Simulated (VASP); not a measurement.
# CoSi (P2_13) in VASP: a series of runs

CoSi is run at these levels: PBE, r2SCAN; tasks: single point.

All numbers are computed with VASP 6.6.1; they aren't measurements. Logs are shortened: lines on timing, memory, paths and dates and some standing lists are left out, and cuts for length are marked.

### 1 The cell of the first run

The structure is cubic, space group P2_13 (No. 198). Conventional cell: a = 4.204 Å, b = 4.204 Å, c = 4.204 Å, α = 90.00°, β = 90.00°, γ = 90.00°. Within 2.9 Å of Co (site symmetry 3) lie 7 Si at 2.16 to 2.34 Å and 6 Co at 2.58 Å. Within 2.9 Å of Si (site symmetry 3) lie 7 Co at 2.16 to 2.34 Å and 6 Si at 2.60 Å.

### 2 Single point, PBE, collinear spin, zero start

Input file INCAR:

```
SYSTEM = CoSi
ALGO     = Normal         ! electronic algorithm
EDIFF    = 1E-6           ! SCF threshold, eV
ENCUT    = 520            ! plane-wave cutoff, eV
GGA      = PE             ! functional
ISIF     = 2              ! what is computed and relaxed
ISMEAR   = 0              ! smearing method
ISPIN    = 2              ! spin polarisation
LASPH    = .True.         ! aspherical terms in the spheres
LCHARG   = .True.         ! write CHGCAR
LELF     = .True.         ! ELF
LMAXMIX  = 4              ! l up to which the mixer works
LORBIT   = 11             ! projections on sites
LREAL    = .False.        ! projectors in reciprocal space
LVHAR    = .True.       
LWAVE    = .False.        ! write WAVECAR
MAGMOM   = 0 0 0 0 0 0 0 0 ! initial moments
NBANDS   = 40             ! bands
NELM     = 150            ! most SCF steps
PREC     = Accurate       ! precision mode
SIGMA    = 0.05           ! smearing width, eV
```

Input file KPOINTS:

```
k-points
0
Gamma
  8 8 8
  0 0 0
```

Input file POSCAR:

```
CoSi
1.0
    4.2039764366      0.0000000000      0.0000000000
    0.0000000000      4.2039764366      0.0000000000
    0.0000000000      0.0000000000      4.2039764366
Co Si
4 4
Direct
    0.1400000000      0.1400000000      0.1400000000
    0.3600000000      0.8600000000      0.6400000000
    0.6400000000      0.3600000000      0.8600000000
    0.8600000000      0.6400000000      0.3600000000
    0.8430000000      0.8430000000      0.8430000000
    0.6570000000      0.1570000000      0.3430000000
    0.3430000000      0.6570000000      0.1570000000
    0.1570000000      0.3430000000      0.6570000000
```

Potentials or basis: VASP PAW PBE potentials, release 64 (Co, Si).

Run with:

```
> cat potpaw_PBE.64/Co/POTCAR potpaw_PBE.64/Si/POTCAR > POTCAR
> mpirun -np 1 vasp_std > vasp.out
```

OUTCAR:

```text
SYSTEM = CoSi
   EDIFF = 1E-6
   ENCUT = 520
   GGA = PE
   ISIF = 2
   ISMEAR = 0
   ISPIN = 2
   LASPH = .True.
   LORBIT = 11
   LREAL = .False.
   NELM = 150
   PREC = Accurate

 ion  position               nearest neighbor table
   1  0.140  0.140  0.140-   5 2.16   6 2.20   7 2.20   8 2.20   7 2.34   8 2.34   6 2.34   3 2.58
                             4 2.58   2 2.58   2 2.58   4 2.58   3 2.58
   2  0.360  0.860  0.640-   6 2.16   5 2.20   7 2.20   8 2.20   7 2.34   8 2.34   5 2.34   1 2.58
                             1 2.58   3 2.58   3 2.58   4 2.58   4 2.58
   3  0.640  0.360  0.860-   7 2.16   6 2.20   5 2.20   8 2.20   8 2.34   6 2.34   5 2.34   1 2.58
                             4 2.58   2 2.58   2 2.58   4 2.58   1 2.58
   4  0.860  0.640  0.360-   8 2.16   6 2.20   7 2.20   5 2.20   6 2.34   5 2.34   7 2.34   1 2.58
                             3 2.58   2 2.58   1 2.58   2 2.58   3 2.58
   5  0.843  0.843  0.843-   1 2.16   2 2.20   3 2.20   4 2.20   3 2.34   4 2.34   2 2.34   6 2.60
                             7 2.60   8 2.60   6 2.60   8 2.60   7 2.60
   6  0.657  0.157  0.343-   2 2.16   1 2.20   3 2.20   4 2.20   3 2.34   4 2.34   1 2.34   8 2.60
                             5 2.60   5 2.60   7 2.60   7 2.60   8 2.60
   7  0.343  0.657  0.157-   3 2.16   2 2.20   1 2.20   4 2.20   4 2.34   2 2.34   1 2.34   8 2.60
                             5 2.60   8 2.60   6 2.60   6 2.60   5 2.60
   8  0.157  0.343  0.657-   4 2.16   2 2.20   3 2.20   1 2.20   2 2.34   1 2.34   3 2.34   7 2.60
                             5 2.60   7 2.60   5 2.60   6 2.60   6 2.60

  LATTYP: Found a simple cubic cell.
 ALAT       =     4.2039764366

  Lattice vectors:

 A1 = (   4.2039764366,   0.0000000000,   0.0000000000)
 A2 = (   0.0000000000,   4.2039764366,   0.0000000000)
 A3 = (   0.0000000000,   0.0000000000,   4.2039764366)

Analysis of symmetry for initial positions (statically):
=====================================================================
 Subroutine PRICEL returns:
 Original cell was already a primitive cell.

 Routine SETGRP: Setting up the symmetry group for a
 simple cubic supercell.

 Subroutine GETGRP returns: Found 12 space group operations
 (whereof  3 operations were pure point group operations)
 out of a pool of 48 trial point group operations.

The static configuration has the point symmetry C_3 .
 The point group associated with its full space group is T   .

Analysis of symmetry for dynamics (positions and initial velocities):
=====================================================================
 Subroutine PRICEL returns:
 Original cell was already a primitive cell.

 Routine SETGRP: Setting up the symmetry group for a
 simple cubic supercell.

 Subroutine GETGRP returns: Found 12 space group operations
 (whereof  3 operations were pure point group operations)
 out of a pool of 48 trial point group operations.

The dynamic configuration has the point symmetry C_3 .
 The point group associated with its full space group is T   .

Analysis of structural, dynamic, and magnetic symmetry:
=====================================================================
 Subroutine PRICEL returns:
 Original cell was already a primitive cell.

 Routine SETGRP: Setting up the symmetry group for a
 simple cubic supercell.

 Subroutine GETGRP returns: Found 12 space group operations
 (whereof  3 operations were pure point group operations)
 out of a pool of 48 trial point group operations.

The overall configuration has the point symmetry C_3 .
 The point group associated with its full space group is T   .

 Subroutine INISYM returns: Found 12 space group operations
 (whereof  3 operations are pure point group operations),
 and found     1 'primitive' translations

----------------------------------------------------------------------------------------

                                     Primitive cell

  volume of cell :      74.2986

  direct lattice vectors                    reciprocal lattice vectors
     4.203976437  0.000000000  0.000000000     0.237870030  0.000000000  0.000000000
     0.000000000  4.203976437  0.000000000     0.000000000  0.237870030  0.000000000
     0.000000000  0.000000000  4.203976437     0.000000000  0.000000000  0.237870030

  length of vectors
     4.203976437  4.203976437  4.203976437     0.237870030  0.237870030  0.237870030

  position of ions in fractional coordinates (direct lattice)
     0.140000000  0.140000000  0.140000000
     0.360000000  0.860000000  0.640000000
     0.640000000  0.360000000  0.860000000
     0.860000000  0.640000000  0.360000000
[... 81 lines left out ...]
   ISPIN  =      2    spin polarized calculation?
   LNONCOLLINEAR =      F non collinear calculations
   LSORBIT =      F    spin-orbit coupling
   LASPH  =      T    aspherical Exc in radial PAW
   ENCUT  =  520.0 eV  38.22 Ry    6.18 a.u.   7.82  7.82  7.82*2*pi/ulx,y,z
   NELM   =    150;   NELMIN=  2; NELMDL= -5     # of ELM steps
[... 19 lines left out ...]
     AMIX     =   0.40;   BMIX     =  1.00
     AMIX_MAG =   1.60;   BMIX_MAG =  1.00
  volume/ion in A,a.u.               =       9.29        62.67
  Fermi-wavevector in a.u.,A,eV,Ry     =   1.453502  2.746721 28.744599  2.112668
  Thomas-Fermi vector in A             =   2.570761
   LORBIT       =     11    0 simple, 1 ext, 2 COOP (PROOUT), +10 PAW based schemes
   GGA     = PE    functional components
   LHFCALC =     F    Hartree Fock is set to
   AEXX    =    0.0000 exact exchange contribution
   IVDW    =     0    specifies the selected vdW correction
   LEPSILON=     F    determine dielectric tensor
   LRPA    =     F    only Hartree local field effects (RPA)
 spin polarized calculation
 Gauss-broadening in eV      SIGMA  =   0.05
  energy-cutoff  :      520.00
  volume of cell :       74.30
 maximum number of plane-waves:      2021
   NGX = 15   NGY = 15   NGZ = 15

 number of electron      51.9999968 magnetization      -0.0000079

 number of electron      51.9999968 magnetization       0.0000048

 Free energy of the ion-electron system (eV)
  ---------------------------------------------------
  ext. energy  EPLUGINS =         0.00000000
  ---------------------------------------------------
  free energy    TOTEN  =       -52.91716719 eV

  energy without entropy =      -52.91527841  energy(sigma->0) =      -52.91622280

 E-fermi :  14.7595     XC(G=0): -13.6821

 val. band max:       14.7586756536   @ k =   0.0000   0.0000   0.0000
 cond. band min:      14.7718181471   @ k =   0.5000   0.5000   0.3750
 fundamental gap:      0.0131424935
 Fermi energy:        14.7595439100

 spin component 1

 k-point     1 :       0.0000    0.0000    0.0000
  band No.  band energies     occupation
      1      -0.3392      1.00000
      2       5.7143      1.00000
      3       5.7143      1.00000
      4       5.7143      1.00000
      5       8.4812      1.00000
      6       8.4812      1.00000
[... 973 lines left out ...]
     37      21.5016      0.00000
     38      22.4747      0.00000

 [... further k-points ...]

 spin component 2

 k-point     1 :       0.0000    0.0000    0.0000
  band No.  band energies     occupation
      1      -0.3392      1.00000
      2       5.7143      1.00000
      3       5.7143      1.00000
      4       5.7143      1.00000
      5       8.4812      1.00000
      6       8.4812      1.00000
[... 973 lines left out ...]
     37      21.5016      0.00000
     38      22.4747      0.00000

 [... further k-points ...]

 [bands above 38 left out]

------------------------ aborting loop because EDIFF is reached ----------------------------------------

  FORCE on cell =-STRESS in cart. coord.  units (eV):
  Direction    XX          YY          ZZ          XY          YZ          ZX
  --------------------------------------------------------------------------------------
  -------------------------------------------------------------------------------------
  Total       24.0406769     24.0406769     24.0406769     -0.0000000      0.0000000      0.0000000
  in kB      518.4136824    518.4136824    518.4136824     -0.0000000      0.0000000      0.0000000
  external PRESSURE =     518.4136824 kB  Pullay stress =       0.0000000 kB

 VOLUME and BASIS-vectors are now :
 -----------------------------------------------------------------------------
  energy-cutoff  :      520.00
  volume of cell :       74.30
      direct lattice vectors                 reciprocal lattice vectors
     4.203976437  0.000000000  0.000000000     0.237870030  0.000000000  0.000000000
     0.000000000  4.203976437  0.000000000     0.000000000  0.237870030  0.000000000
     0.000000000  0.000000000  4.203976437     0.000000000  0.000000000  0.237870030

 POSITION                                       TOTAL-FORCE (eV/Angst)
 -----------------------------------------------------------------------------------
      0.58856      0.58856      0.58856         0.583766      0.583766      0.583766
      1.51343      3.61542      2.69054        -0.583766     -0.583766      0.583766
      2.69054      1.51343      3.61542         0.583766     -0.583766     -0.583766
      3.61542      2.69054      1.51343        -0.583766      0.583766     -0.583766
      3.54395      3.54395      3.54395         0.127736      0.127736      0.127736
      2.76201      0.66002      1.44196        -0.127736     -0.127736      0.127736
      1.44196      2.76201      0.66002         0.127736     -0.127736     -0.127736
      0.66002      1.44196      2.76201        -0.127736      0.127736     -0.127736
 -----------------------------------------------------------------------------------
    total drift:                                0.000000      0.000000      0.000000

  FREE ENERGIE OF THE ION-ELECTRON SYSTEM (eV)
  ---------------------------------------------------
  free  energy   TOTEN  =       -52.9171671861 eV

  energy  without entropy=      -52.9152784145  energy(sigma->0) =      -52.91622280

 total charge

# of ion       s       p       d       tot
------------------------------------------
    1        0.515   0.811   7.749   9.075
    2        0.515   0.811   7.749   9.075
    3        0.515   0.811   7.749   9.075
    4        0.515   0.811   7.749   9.075
    5        0.737   1.004   0.000   1.741
    6        0.737   1.004   0.000   1.741
    7        0.737   1.004   0.000   1.741
    8        0.737   1.004   0.000   1.741
--------------------------------------------------
tot          5.009   7.261  30.995  43.265

 magnetization (x)

# of ion       s       p       d       tot
------------------------------------------
    1       -0.000  -0.000  -0.000  -0.000
    2       -0.000  -0.000  -0.000  -0.000
    3       -0.000  -0.000  -0.000  -0.000
    4       -0.000  -0.000  -0.000  -0.000
    5        0.000  -0.000   0.000   0.000
    6        0.000  -0.000   0.000   0.000
    7        0.000  -0.000   0.000   0.000
    8        0.000  -0.000   0.000   0.000
--------------------------------------------------
tot         -0.000  -0.000  -0.000  -0.000
```

It took 6.5 min on 1 thread of AMD EPYC 7R13, shared host; peak memory 0.29 GiB.

What came out:

| Quantity | Value |
| --- | --- |
| Free energy | -52.9172 eV |
| Pressure | 51.8 GPa |
| Largest force | 1.011 eV/Å |
| Band gap on the k mesh | zero (filled and empty bands overlap) |
| Net moment | 0.00 μB per cell |
| Valence electrons inside the program's atomic spheres | Co 9.07; Si 1.74 |

Forces on the atoms (eV/Å):
```
Co   0.584  0.584  0.584
Co  -0.584 -0.584  0.584
Co   0.584 -0.584 -0.584
Co  -0.584  0.584 -0.584
Si   0.128  0.128  0.128
Si  -0.128 -0.128  0.128
Si   0.128 -0.128 -0.128
Si  -0.128  0.128 -0.128
```

Levels at points of the mesh, in eV from the Fermi level:
Spin up:
```csv
k point,band 24,band 25,band 26,band 27,band 28,band 29
"(0.00, 0.00, 0.00)",-0.99,0.00,0.00,0.00,3.17,3.17
"(0.50, 0.00, 0.00)",-0.85,-0.60,-0.60,1.19,1.19,2.00
"(0.50, 0.50, 0.00)",-1.30,-0.05,-0.05,0.73,0.73,2.63
"(0.50, 0.50, 0.50)",-1.57,-0.25,-0.25,-0.25,-0.25,6.36
```
Spin down:
| k point | band 22 | band 23 | band 24 | band 25 | band 26 | band 27 | band 28 | band 29 | band 30 | band 31 |
| --- | --- | --- | --- | --- | --- | --- | --- | --- | --- | --- |
| (0.00, 0.00, 0.00) | -1.15 | -0.99 | -0.99 | 0.00 | 0.00 | 0.00 | 3.17 | 3.17 | 3.17 | 3.46 |
| (0.50, 0.00, 0.00) | -1.34 | -0.85 | -0.85 | -0.60 | -0.60 | 1.19 | 1.19 | 2.00 | 2.00 | 4.89 |
| (0.50, 0.50, 0.00) | -1.92 | -1.30 | -1.30 | -0.05 | -0.05 | 0.73 | 0.73 | 2.63 | 2.63 | 3.05 |
| (0.50, 0.50, 0.50) | -1.57 | -1.57 | -1.57 | -0.25 | -0.25 | -0.25 | -0.25 | 6.36 | 6.36 | 6.36 |

Caveat: the cell stands under pressure; no moment was typed at the start, so none could form; forces of over 1 eV/Å act on the atoms, so gaps and moduli don't describe the material at rest.

### 3 Single point, PBE, collinear spin, zero start

This run uses another cell than the first one, of 10.93 Å³/atom.

Input file INCAR:

```
SYSTEM = CoSi
ALGO = Normal
EDIFF = 1E-7
ENCUT = 520
GGA = PE
ISIF = 2
ISMEAR = 0
ISPIN = 2
LASPH = .TRUE.
LCHARG = .FALSE.
LMAXMIX = 4
LORBIT = 11
LREAL = .FALSE.
LWAVE = .FALSE.
MAGMOM = 0 0 0 0 0 0 0 0
NBANDS = 40
NELM = 150
PREC = Accurate
SIGMA = 0.05
```

Input file KPOINTS:

```
k-points
0
G
  8 8 8
  0 0 0
```

Changes to POSCAR since step 2:

```diff
@@ -2,5 +2,5 @@
 1.0
-    4.2039764366      0.0000000000      0.0000000000
-    0.0000000000      4.2039764366      0.0000000000
-    0.0000000000      0.0000000000      4.2039764366
+    4.4380000000      0.0000000000      0.0000000000
+    0.0000000000      4.4380000000      0.0000000000
+    0.0000000000      0.0000000000      4.4380000000
 Co Si
```

Potentials or basis: VASP PAW PBE potentials, release 64 (Co, Si).

Run with:

```
> cat potpaw_PBE.64/Co/POTCAR potpaw_PBE.64/Si/POTCAR > POTCAR
> mpirun -np 1 vasp_std > vasp.out
```

Run time: 9.1 min. Hardware: 1 thread of AMD EPYC 7R13, shared host; peak memory 0.35 GiB.

It converged, with:

- Free energy: -54.7268 eV
- Pressure: -0.4 GPa
- Largest force: 0.272 eV/Å
- Band gap on the k mesh: zero (filled and empty bands overlap)
- Net moment: 0.00 μB per cell
- Valence electrons inside the program's atomic spheres: Co 8.61; Si 1.61

Forces in eV/Å, atoms in the order of the input:
```
Co   0.157  0.157  0.157
Co  -0.157 -0.157  0.157
Co   0.157 -0.157 -0.157
Co  -0.157  0.157 -0.157
Si  -0.020 -0.020 -0.020
Si   0.020  0.020 -0.020
Si  -0.020  0.020  0.020
Si   0.020 -0.020  0.020
```

Levels at points of the mesh, in eV from the Fermi level:
Spin up:
```
           k point  band 22  band 23  band 24  band 25  band 26  band 27  band 28  band 29  band 30  band 31
(0.00, 0.00, 0.00)    -0.90    -0.77    -0.77    -0.01    -0.01    -0.01     2.46     2.46     2.46     2.93
(0.50, 0.00, 0.00)    -1.04    -0.67    -0.67    -0.47    -0.47     0.99     0.99     1.46     1.46     4.30
(0.50, 0.50, 0.00)    -1.51    -1.01    -1.01    -0.03    -0.03     0.56     0.56     1.99     1.99     2.48
(0.50, 0.50, 0.50)    -1.22    -1.22    -1.22    -0.21    -0.21    -0.21    -0.21     5.34     5.34     5.34
```
Spin down:
```
           k point  band 22  band 23  band 24  band 25  band 26  band 27  band 28  band 29  band 30  band 31
(0.00, 0.00, 0.00)    -0.90    -0.77    -0.77    -0.01    -0.01    -0.01     2.46     2.46     2.46     2.93
(0.50, 0.00, 0.00)    -1.04    -0.67    -0.67    -0.47    -0.47     0.99     0.99     1.46     1.46     4.30
(0.50, 0.50, 0.00)    -1.51    -1.01    -1.01    -0.03    -0.03     0.56     0.56     1.99     1.99     2.48
(0.50, 0.50, 0.50)    -1.22    -1.22    -1.22    -0.21    -0.21    -0.21    -0.21     5.34     5.34     5.34
```

Caveat: no moment was typed at the start, so none could form.

### 4 Single point, r2SCAN, collinear spin, zero start

This run uses another cell than the first one, of 10.93 Å³/atom.

POSCAR is that of step 3.

Input file INCAR.step1:

```
ALGO = Normal ; EDIFF = 1E-4
ENCUT = 520 ; GGA = PE
ISMEAR = 0 ; ISPIN = 2
LASPH = T ; LCHARG = F
LMAXMIX = 4 ; LREAL = F
LWAVE = T ; MAGMOM = 0 0 0 0 0 0 0 0
NBANDS = 40 ; NELM = 150
PREC = Accurate ; SIGMA = 0.05
```

Input file INCAR.step2:

```
ALGO = Normal ; EDIFF = 1E-6
ENCUT = 520 ; ISIF = 2
ISMEAR = 0 ; ISPIN = 2
ISTART = 1 ; LASPH = T
LCHARG = F ; LMAXMIX = 4
LMIXTAU = T ; LORBIT = 11
LREAL = F ; LWAVE = F
MAGMOM = 0 0 0 0 0 0 0 0 ; METAGGA = R2SCAN
NBANDS = 40 ; NELM = 150
PREC = Accurate ; SIGMA = 0.05
```

Input file KPOINTS:

```
k-points
0
Gamma
  8 8 8
```

Run with:

```
> cat potpaw_PBE.64/Co/POTCAR potpaw_PBE.64/Si/POTCAR > POTCAR
> cp INCAR.step1 INCAR
> mpirun -np 1 vasp_std > vasp.out
> cp INCAR.step2 INCAR
> mpirun -np 1 vasp_std > vasp.out
```

It took 34 min on 1 thread of AMD EPYC 7R13, shared host; peak memory 0.37 GiB.

Results (log left out):

* Free energy: -91.8632 eV
* Pressure: -7.6 GPa
* Largest force: 0.240 eV/Å
* Band gap on the k mesh: zero (filled and empty bands overlap)
* Net moment: 0.00 μB per cell
* Valence electrons inside the program's atomic spheres: Co 8.67; Si 1.60

Forces in eV/Å, atoms in the order of the input:
```
Co   0.138  0.138  0.138
Co  -0.138 -0.138  0.138
Co   0.138 -0.138 -0.138
Co  -0.138  0.138 -0.138
Si  -0.022 -0.022 -0.022
Si   0.022  0.022 -0.022
Si  -0.022  0.022  0.022
Si   0.022 -0.022  0.022
```

Levels at points of the mesh, in eV from the Fermi level:
Spin up:
```
           k point  band 23  band 24  band 25  band 26  band 27  band 28  band 29  band 30
(0.00, 0.00, 0.00)    -0.84    -0.84    -0.02    -0.02    -0.02     2.66     2.66     2.66
(0.50, 0.00, 0.00)    -0.72    -0.72    -0.48    -0.48     1.03     1.03     1.55     1.55
(0.50, 0.50, 0.00)    -1.08    -1.08    -0.04    -0.04     0.61     0.61     2.13     2.13
(0.50, 0.50, 0.50)    -1.29    -1.29    -0.20    -0.20    -0.20    -0.20     5.77     5.77
```
Spin down:
```csv
k point,band 24,band 25,band 26,band 27,band 28,band 29
"(0.00, 0.00, 0.00)",-0.84,-0.02,-0.02,-0.02,2.66,2.66
"(0.50, 0.00, 0.00)",-0.72,-0.48,-0.48,1.03,1.03,1.55
"(0.50, 0.50, 0.00)",-1.08,-0.04,-0.04,0.61,0.61,2.13
"(0.50, 0.50, 0.50)",-1.29,-0.20,-0.20,-0.20,-0.20,5.77
```

Caveat: the cell stands under tension; no moment was typed at the start, so none could form; the PAW data sets were made with another functional, which shifts forces and pressure a little.

### 5 Overview

```csv
level,cell,gap on the mesh (eV),pressure (GPa),moment (μB),largest force (eV/Å)
PBE,"a = 4.204 Å, 8 atoms",none,51.8,0.00,1.01
PBE,"a = 4.438 Å, 8 atoms",none,-0.4,0.00,0.27
r2SCAN,"a = 4.438 Å, 8 atoms",none,-7.6,0.00,0.24
```

Alike in all rows: task single point; potentials or basis VASP PAW PBE potentials, release 64 (Co, Si); spin collinear, zero start; k mesh 8 × 8 × 8; cutoff (eV) 520; smearing gaussian 0.05 eV.

Caveats: no moment was typed at the start, so none could form; the cell stands under pressure (at least some runs); forces of over 1 eV/Å act on the atoms, so gaps and moduli don't describe the material at rest (at least some runs); the cell stands under tension (at least some runs); the PAW data sets were made with another functional, which shifts forces and pressure a little (at least some runs).

Total energies depend on the potentials used, so only differences within one code and one set of settings carry meaning.

The gap in the log of VASP goes by the Fermi energy; the results here count the filled bands.